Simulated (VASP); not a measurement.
NiO: single point with RPBE+D3(BJ)+U

NiO:

```xyz
2
Lattice="0.0000 2.0859 2.0859 2.0859 0.0000 2.0859 2.0859 2.0859 0.0000" Properties=species:S:1:pos:R:3 pbc="T T T"
Ni   -0.0471   -0.1270    0.0096
O     2.1073    2.0121    2.0782
```

| Property | Result |
| --- | --- |
| Program | VASP 6.6.1 |
| Task | single point |
| Functional | RPBE |
| Dispersion | D3(BJ) |
| Potentials or basis | VASP PAW PBE potentials, release 64 (Ni, O) |
| Cutoff | 520 eV |
| k mesh | 8 × 8 × 8 |
| Occupations | methfessel-paxton, width 0.005 eV |
| Spin | collinear spin, ferromagnetic start |
| Starting moments | [1.0, 0.0] μB |
| Hubbard terms | Ni d U = 5.0 eV |
| Dipole correction | no |
| Further INCAR settings | ALGO = Normal; EDIFF = 1e-07; NBANDS = 19 |

```json
{
  "Pressure": "-3.6 GPa",
  "Largest force": "0.465 eV/Å",
  "Band gap on the k mesh": "2.04 eV, indirect (least direct gap 2.90 eV)",
  "Net moment": "2.00 μB per cell",
  "Site moments": "Ni +1.79; O +0.20 μB",
  "Valence electrons inside the program's atomic spheres": "Ni 8.99; O 5.05",
  "Dispersion energy per atom": "-1.136 eV"
}
```

Forces in eV/Å, atoms in the order of the input:
```
Ni   0.365  0.275 -0.086
O   -0.365 -0.275  0.086
```

Stress tensor (GPa, compression positive):
```
-2.74 -0.19  0.06
-0.19 -3.53  0.04
 0.06  0.04 -4.58
```

Levels at points of the mesh, in eV from the valence-band top:
Spin up:
```tsv
k point	band 7	band 8	band 9	band 10	band 11	band 12
(0.00, 0.00, 0.00)	-1.64	-1.64	-1.62	2.59	18.19	18.24
(0.50, 0.00, 0.00)	-2.86	-0.05	-0.02	6.65	11.03	14.96
(0.00, 0.50, 0.00)	-2.86	-0.05	-0.03	6.65	11.03	14.96
(0.00, 0.00, 0.50)	-2.84	-0.01	0.00	6.65	11.04	14.96
(0.50, 0.50, 0.50)	-2.85	-0.03	-0.01	6.65	11.04	14.96
(0.50, 0.50, 0.00)	-3.71	-3.00	-2.95	6.98	11.71	11.83
(0.00, 0.50, 0.50)	-3.71	-3.03	-3.01	6.98	11.74	11.86
(0.50, 0.00, 0.50)	-3.71	-3.01	-2.99	6.98	11.73	11.85
```
Spin down:
```tsv
k point	band 5	band 6	band 7	band 8	band 9	band 10
(0.00, 0.00, 0.00)	-1.38	-1.27	-1.22	2.04	2.09	2.95
(0.50, 0.00, 0.00)	-2.03	-2.01	-1.92	4.33	4.42	6.89
(0.00, 0.50, 0.00)	-2.03	-2.02	-1.92	4.32	4.42	6.89
(0.00, 0.00, 0.50)	-2.04	-2.00	-1.90	4.42	4.46	6.82
(0.50, 0.50, 0.50)	-2.05	-2.00	-1.91	4.37	4.45	6.85
(0.50, 0.50, 0.00)	-2.65	-2.64	-2.56	2.48	2.92	7.63
(0.00, 0.50, 0.50)	-2.66	-2.64	-2.62	2.47	2.90	7.61
(0.50, 0.00, 0.50)	-2.65	-2.64	-2.60	2.47	2.91	7.62
```

Eigenvalues of the final occupation matrices:
| site | spin | trace | eigenvalues |
| --- | --- | --- | --- |
| site 1 d | 1 | 5.00 | 0.98 0.98 0.98 1.03 1.03 |
| site 1 d | 2 | 3.24 | 0.15 0.15 0.98 0.98 0.98 |

Run time: 2.8 min on 1 thread of Intel(R) Xeon(R) Platinum 8259CL CPU @ 2.50GHz (Skylake/Cascade Lake) (shared host), peak memory 0.27 GiB.

Caveat: three body term missing; the PAW data sets were made with another functional, which shifts forces and pressure a little; a cell with one magnetic atom can't hold antiferromagnetic order, which such compounds often take. A k mesh can miss the band edges.
